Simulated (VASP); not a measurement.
# Re (Fm-3m) in VASP: further runs, part 2 of 2

VASP 6.6.1. Earlier steps stand in the parts before.

### 3 Single point, PBE

This run uses another cell than the first one, of 12.16 Å³/atom.

INCAR

```
  ALGO = Normal
  EDIFF = 1E-6
  ENCUT = 600
  GGA = PE
  GGA_COMPAT = F
  ISIF = 2
  ISMEAR = -1
  LASPH = T
  LCHARG = F
  LREAL = F
  LWAVE = F
  NBANDS = 10
  NELM = 120
  PREC = Accurate
  SIGMA = 0.1
```

KPOINTS

```
k-points
0
Gamma
  18 18 18
```

POSCAR

```
Re
1.0
    0.0000000000      1.8253431607      1.8253431607
    1.8253431607      0.0000000000      1.8253431607
    1.8253431607      1.8253431607      0.0000000000
Re
1
Direct
    0.0000000000      0.0000000000      0.0000000000
```

Potentials or basis: VASP PAW PBE potentials, release 64 (Re).

Run with:

```sh
> cat potpaw_PBE.64/Re/POTCAR > POTCAR
> mpirun -np 1 vasp_std > vasp.out
```

OUTCAR:

```text
EDIFF = 1E-6
   ENCUT = 600
   GGA = PE
   ISIF = 2
   ISMEAR = -1
   LASPH = T
   LREAL = F
   NELM = 120
   PREC = Accurate

 ion  position               nearest neighbor table
   1  0.000  0.000  0.000-

  LATTYP: Found a face centered cubic cell.
 ALAT       =     3.6506863214

  Lattice vectors:

 A1 = (   0.0000000000,   1.8253431607,   1.8253431607)
 A2 = (   1.8253431607,   0.0000000000,   1.8253431607)
 A3 = (   1.8253431607,   1.8253431607,   0.0000000000)

Analysis of symmetry for initial positions (statically):
=====================================================================
 Subroutine PRICEL returns:
 Original cell was already a primitive cell.

 Routine SETGRP: Setting up the symmetry group for a
 face centered cubic supercell.

 Subroutine GETGRP returns: Found 48 space group operations
 (whereof 48 operations were pure point group operations)
 out of a pool of 48 trial point group operations.

The static configuration has the point symmetry O_h .

Analysis of symmetry for dynamics (positions and initial velocities):
=====================================================================
 Subroutine PRICEL returns:
 Original cell was already a primitive cell.

 Routine SETGRP: Setting up the symmetry group for a
 face centered cubic supercell.

 Subroutine GETGRP returns: Found 48 space group operations
 (whereof 48 operations were pure point group operations)
 out of a pool of 48 trial point group operations.

The dynamic configuration has the point symmetry O_h .

 Subroutine INISYM returns: Found 48 space group operations
 (whereof 48 operations are pure point group operations),
 and found     1 'primitive' translations

----------------------------------------------------------------------------------------

                                     Primitive cell

  volume of cell :      12.1636

[... 109 lines left out ...]
  Thomas-Fermi vector in A             =   2.488267
   LORBIT       =      0    0 simple, 1 ext, 2 COOP (PROOUT), +10 PAW based schemes
   GGA     = PE    functional components
   LHFCALC =     F    Hartree Fock is set to
   AEXX    =    0.0000 exact exchange contribution
   IVDW    =     0    specifies the selected vdW correction
   LEPSILON=     F    determine dielectric tensor
   LRPA    =     F    only Hartree local field effects (RPA)
 non-spin polarized calculation
  energy-cutoff  :      600.00
  volume of cell :       12.16
 maximum number of plane-waves:       419
 NGX is ok and might be reduce to    24
   NGX = 11   NGY = 11   NGZ = 11

 number of electron       7.0000000 magnetization

 Free energy of the ion-electron system (eV)
  ---------------------------------------------------
  ext. energy  EPLUGINS =         0.00000000
  ---------------------------------------------------
  free energy    TOTEN  =       -11.47892044 eV

  energy without entropy =      -11.45501211  energy(sigma->0) =      -11.46696628

 E-fermi :  10.7812     XC(G=0): -14.8025

 val. band max:       10.7711477233   @ k =  -0.4444   0.4444   0.1111
 cond. band min:      10.7824891553   @ k =  -0.1667   0.2222   0.0556
 fundamental gap:      0.0113414319
 Fermi energy:        10.7812312277

 k-point     1 :       0.0000    0.0000    0.0000
  band No.  band energies     occupation
      1      -0.7262      2.00000
      2       8.2028      2.00000
      3       8.2028      2.00000
      4       8.2028      2.00000
      5      12.4420      0.00000
      6      12.4420      0.00000
      7      24.7306      0.00000
      8      31.5605      0.00000
      9      31.5605      0.00000
     10      31.5605      0.00000
[... 287 lines left out ...]
 k-point    24 :      -0.2222    0.0556    0.0000
  band No.  band energies     occupation
      1       1.9650      2.00000
      2       7.1332      2.00000
      3       8.7938      2.00000
      4       8.9475      2.00000
      5      11.7668      0.00010
      6      13.2124      0.00000
      7      25.7129      0.00000
      8      30.6074      0.00000
      9      35.8307      0.00000
     10      38.1642      0.00000

 [... further k-points ...]

------------------------ aborting loop because EDIFF is reached ----------------------------------------

  FORCE on cell =-STRESS in cart. coord.  units (eV):
  Direction    XX          YY          ZZ          XY          YZ          ZX
  --------------------------------------------------------------------------------------
  -------------------------------------------------------------------------------------
  Total        9.3021093      9.3021093      9.3021093      0.0000000     -0.0000000      0.0000000
  in kB     1225.2605604   1225.2605604   1225.2605604      0.0000000     -0.0000000      0.0000000
  external PRESSURE =    1225.2605604 kB  Pullay stress =       0.0000000 kB

 VOLUME and BASIS-vectors are now :
 -----------------------------------------------------------------------------
  energy-cutoff  :      600.00
  volume of cell :       12.16
      direct lattice vectors                 reciprocal lattice vectors
     0.000000000  1.825343161  1.825343161    -0.273921096  0.273921096  0.273921096
     1.825343161  0.000000000  1.825343161     0.273921096 -0.273921096  0.273921096
     1.825343161  1.825343161  0.000000000     0.273921096  0.273921096 -0.273921096

 POSITION                                       TOTAL-FORCE (eV/Angst)
 -----------------------------------------------------------------------------------
      0.00000      0.00000      0.00000         0.000000      0.000000      0.000000
 -----------------------------------------------------------------------------------
    total drift:                               -0.000000      0.000000      0.000000

  FREE ENERGIE OF THE ION-ELECTRON SYSTEM (eV)
  ---------------------------------------------------
  free  energy   TOTEN  =       -11.4789204442 eV

  energy  without entropy=      -11.4550121101  energy(sigma->0) =      -11.46696628
```

OSZICAR:

```text
N       E                     dE             d eps       ncg     rms          rms(c)
DAV:   1     0.105174775271E+02    0.10517E+02   -0.38550E+03  5890   0.916E+02
DAV:   2    -0.113542868902E+02   -0.21872E+02   -0.20068E+02  5942   0.196E+02
DAV:   3    -0.120457214091E+02   -0.69143E+00   -0.66028E+00  6214   0.674E+01
DAV:   4    -0.120519623933E+02   -0.62410E-02   -0.62285E-02  6534   0.334E+00
DAV:   5    -0.120519784772E+02   -0.16084E-04   -0.16080E-04  5966   0.612E-02    0.431E+01
DAV:   6    -0.116683754358E+02    0.38360E+00   -0.14846E-01  6330   0.938E+00    0.224E+01
DAV:   7    -0.114812529458E+02    0.18712E+00   -0.20674E-01  6514   0.105E+01    0.214E-01
DAV:   8    -0.114793406916E+02    0.19123E-02   -0.10916E-03  5888   0.451E-01    0.201E-01
DAV:   9    -0.114789103590E+02    0.43033E-03   -0.35713E-04  5254   0.195E-01    0.248E-02
DAV:  10    -0.114789210284E+02   -0.10669E-04   -0.22116E-05  6134   0.469E-02    0.375E-03
DAV:  11    -0.114789204442E+02    0.58413E-06   -0.85167E-08  3028   0.491E-03
   1 F= -.11478920E+02 E0= -.11466966E+02  d E =-.239083E-01
```

Wall time 39 s (1 thread of Intel Xeon 8259CL, shared host); peak memory 0.17 GiB.

Results:

```
Free energy            : -11.4789 eV
Pressure               : 122.5 GPa
Band gap on the k mesh : zero (an odd number of electrons rules out a gap without spin polarisation)
```

Levels at points of the mesh, in eV from the Fermi level:
| k point | band 1 | band 2 | band 3 | band 4 | band 5 | band 6 | band 7 | band 8 |
| --- | --- | --- | --- | --- | --- | --- | --- | --- |
| (0.00, 0.00, 0.00) | -11.51 | -2.58 | -2.58 | -2.58 | 1.66 | 1.66 | 13.95 | 20.78 |
| (0.50, 0.00, 0.00) | -8.47 | -2.89 | -2.89 | 0.74 | 5.08 | 5.08 | 13.14 | 13.52 |
| (0.50, 0.50, 0.00) | -8.80 | -7.79 | 3.94 | 5.05 | 6.11 | 6.11 | 14.01 | 14.01 |

Caveat: the cell stands under pressure; spin-orbit coupling is left out, which moves the levels of the heavy elements.

### 4 Single point, PBE

This run uses another cell than the first one, of 12.16 Å³/atom.

INCAR is that of step 3.

KPOINTS is that of step 3.

POSCAR

```
Re
1.0
    0.0000000000      1.8250387063      1.8250387063
    1.8250387063      0.0000000000      1.8250387063
    1.8250387063      1.8250387063      0.0000000000
Re
1
Direct
    0.0000000000      0.0000000000      0.0000000000
```

Run with:

```sh
> cat potpaw_PBE.64/Re/POTCAR > POTCAR
> mpirun -np 1 vasp_std > vasp.out
```

Run time: 40 s. Hardware: 1 thread of Intel Xeon 8259CL, shared host; peak memory 0.17 GiB.

The run converged. Its results:

```
Free energy            : -11.4743 eV
Pressure               : 123.0 GPa
Band gap on the k mesh : zero (an odd number of electrons rules out a gap without spin polarisation)
```

Levels at points of the mesh, in eV from the Fermi level:
| k point | band 1 | band 2 | band 3 | band 4 | band 5 | band 6 | band 7 | band 8 |
| --- | --- | --- | --- | --- | --- | --- | --- | --- |
| (0.00, 0.00, 0.00) | -11.51 | -2.58 | -2.58 | -2.58 | 1.66 | 1.66 | 13.95 | 20.78 |
| (0.50, 0.00, 0.00) | -8.47 | -2.89 | -2.89 | 0.74 | 5.08 | 5.08 | 13.15 | 13.52 |
| (0.50, 0.50, 0.00) | -8.81 | -7.79 | 3.94 | 5.05 | 6.12 | 6.12 | 14.02 | 14.02 |

Caveat: the cell stands under pressure; spin-orbit coupling is left out, which moves the levels of the heavy elements.

### 5 Single point, PBE

This run uses another cell than the first one, of 15.01 Å³/atom.

INCAR

```
PREC = Accurate
ENCUT = 600
EDIFF = 1E-6
ISMEAR = -1
SIGMA = 0.1
LREAL = F
LASPH = T
NELM = 120
ALGO = Normal
ISIF = 2
LWAVE = F
LCHARG = T
GGA = PE
LELF = T
LVHAR = T
NBANDS = 10
GGA_COMPAT = F
```

KPOINTS

```
Automatic mesh
0
Gamma
  17 17 17
```

POSCAR

```
Re
1.0
    0.0000000000      1.9577037768      1.9577037768
    1.9577037768      0.0000000000      1.9577037768
    1.9577037768      1.9577037768      0.0000000000
Re
1
Direct
    0.0000000000      0.0000000000      0.0000000000
```

Run with:

```sh
> cat potpaw_PBE.64/Re/POTCAR > POTCAR
> mpirun -np 1 vasp_std > vasp.out
```

Run time: 31 s. Hardware: 1 thread of Intel Xeon 8259CL, shared host; peak memory 0.17 GiB.

Results (log left out):

* Free energy: -12.3774 eV
* Pressure: -0.5 GPa
* Band gap on the k mesh: zero (an odd number of electrons rules out a gap without spin polarisation)

Levels at points of the mesh, in eV from the Fermi level:
```tsv
k point	band 1	band 2	band 3	band 4	band 5	band 6	band 7	band 8	band 9
(0.00, 0.00, 0.00)	-10.01	-1.88	-1.88	-1.88	1.22	1.22	13.87	19.42	19.42
```

Caveat: spin-orbit coupling is left out, which moves the levels of the heavy elements.

### 6 The runs side by side

| cell | k mesh | gap on the mesh (eV) | pressure (GPa) |
| --- | --- | --- | --- |
| a = 2.578 Å, angles 60.0°, 1 atom | 18 × 18 × 18 | none | 126.3 |
| a = 2.581 Å, angles 60.0°, 1 atom | 18 × 18 × 18 | none | 123.0 |
| a = 2.769 Å, angles 60.0°, 1 atom | 17 × 17 × 17 | none | -0.5 |

Alike in all rows: task single point; level PBE; potentials or basis VASP PAW PBE potentials, release 64 (Re); no spin polarisation; cutoff (eV) 600; smearing fermi-dirac 0.1 eV.

Caveats: spin-orbit coupling is left out, which moves the levels of the heavy elements; the cell stands under pressure (at least some runs).

Total energies depend on the potentials used, so only differences within one code and one set of settings carry meaning.

The gap in the log of VASP goes by the Fermi energy; the results here count the filled bands.